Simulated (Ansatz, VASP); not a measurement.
**SnO2: VASP beside Ansatz**

POSCAR

```
SnO2
1.0
    4.7598181028      0.0594977263      0.0000000000
    0.0595007202      4.7600576175      0.0000000000
    0.0000000000      0.0000000000      3.2007107555
Sn O
2 4
Direct
    0.5000000000      0.5000000000      0.5000000000
    0.0000000000      0.0000000000      0.0000000000
    0.3058623572      0.3059582262      0.0000000000
    0.8058623572      0.1940417738      0.5000000000
    0.1941376428      0.8059582262      0.5000000000
    0.6941376428      0.6940417738      0.0000000000
```

The input INCAR.step1:

```
ALGO = Normal
EDIFF = 1E-4
ENCUT = 520
GGA = PE
ISMEAR = 0
LASPH = T
LCHARG = F
LREAL = F
LWAVE = T
NBANDS = 35
NELM = 100
PREC = Accurate
SIGMA = 0.05
```

The input INCAR.step2:

```
ALGO = Normal
EDIFF = 1E-7
ENCUT = 520
ISIF = 2
ISMEAR = 0
ISTART = 1
LASPH = T
LCHARG = F
LMIXTAU = T
LREAL = F
LWAVE = F
METAGGA = R2SCAN
NBANDS = 35
NELM = 100
PREC = Accurate
SIGMA = 0.05
```

KPOINTS

```
k-points
0
Gamma
  6 6 8
```

Input for Ansatz:

```yaml
crystal:
  lattice:
    - [4.7598181028, 0.0594977263, 0.0]
    - [0.0595007202, 4.7600576175, 0.0]
    - [0.0, 0.0, 3.2007107555]
  atoms:
    - { symbol: Sn, position: [0.5, 0.5, 0.5] }
    - { symbol: Sn, position: [0.0, 0.0, 0.0] }
    - { symbol: O, position: [0.3058623572, 0.3059582262, 0.0] }
    - { symbol: O, position: [0.8058623572, 0.1940417738, 0.5] }
    - { symbol: O, position: [0.1941376428, 0.8059582262, 0.5] }
    - { symbol: O, position: [0.6941376428, 0.6940417738, 0.0] }
basis:
  ecutwfc: 500
kpoints:
  mp_grid: { grid: [6, 6, 8] }
hamiltonian:
  xc: r2scan
scf:
  occupations: { method: gaussian, width: 0.05 }
output:
  forces: true
  stress: true
  eigenvalues: true
```

Change from the starting cell: strain +0.0250 x Voigt [0, 0, 0, 0, 0, 1], atoms carried along.

Alike in both runs: task single point; functional r2SCAN; k mesh 6 × 6 × 8; occupations gaussian, width 0.05 eV; no spin polarisation.

|  | VASP | Ansatz |
| --- | --- | --- |
| version | VASP 6.6.1 | Ansatz 0.2.0 |
| potentials or method | VASP PAW PBE potentials, release 64 (Sn_d, O), cutoff 520 eV | scalar-relativistic, plane waves, PAW |
| valence electrons in the cell | 52 | 52 |

|  | VASP | Ansatz | Ansatz less VASP |
| --- | --- | --- | --- |
| gap on the k mesh at the Fermi level (eV) | 1.79 | 1.77 | -0.026 |
| least direct gap on the mesh (eV) | 1.79 | 1.77 | -0.026 |
| pressure (GPa) | 1.3 | 0.2 | -1.10 |
| traceless stress, the component that is largest in VASP (GPa) | -5.27 | -5.18 | +0.082 |
| rms of the force components (eV/Å) | 0.039 | 0.037 | -0.0018 |

VASP's potentials were made for PBE, not for r2SCAN. Atom by atom the forces differ by 0.013 eV/Å (rms over components).
